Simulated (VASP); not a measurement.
Crystal: CdHg2O3.

```
Cd Hg O
1.0
     3.08809   -1.79365    0.00000
     3.08809    1.79365    0.00000
    -1.94444    0.00000    9.13096
Cd Hg O
1 2 3
Direct
  0.18125 0.81875 0.00000
  0.78280 0.92345 0.32282
  0.07655 0.21720 0.67718
  0.44893 0.11693 0.87130
  0.88307 0.55107 0.12870
  0.62740 0.37260 0.50000
```

Base run:

* Program: VASP 6.6.1
* Functional: PBE
* Potentials or basis: VASP PAW PBE potentials, release 64 (Cd, Hg, O)
* Cutoff: 520 eV
* k mesh: 6 × 6 × 2
* Occupations: gaussian, width 0.1 eV
* Spin: no spin polarisation

Its results: band gap on the k mesh 0.85 eV, indirect (least direct gap 1.01 eV); pressure 1.5 GPa; largest force 0.290 eV/Å.

Question: The run is repeated on the same cell with these changes: potentials or basis from VASP PAW PBE potentials, release 64 (Cd, Hg, O) to VASP PAW PBE potentials, release 64 (Cd_sv_GW, Hg_sv_GW, O); cutoff from 520 eV to 600 eV; further incar settings from ALGO = Normal; EDIFF = 1e-07; NBANDS = 36 to ALGO = Normal; EDIFF = 1e-06; NBANDS = 48; valence electrons from 54 to 78. What comes out?

Answer: Band gap on the k mesh 0.86 eV, indirect (least direct gap 1.03 eV); pressure -0.1 GPa; largest force 0.046 eV/Å.

Caveats: spin-orbit coupling is left out, which moves the levels of the heavy elements.

A k mesh can miss the band edges.
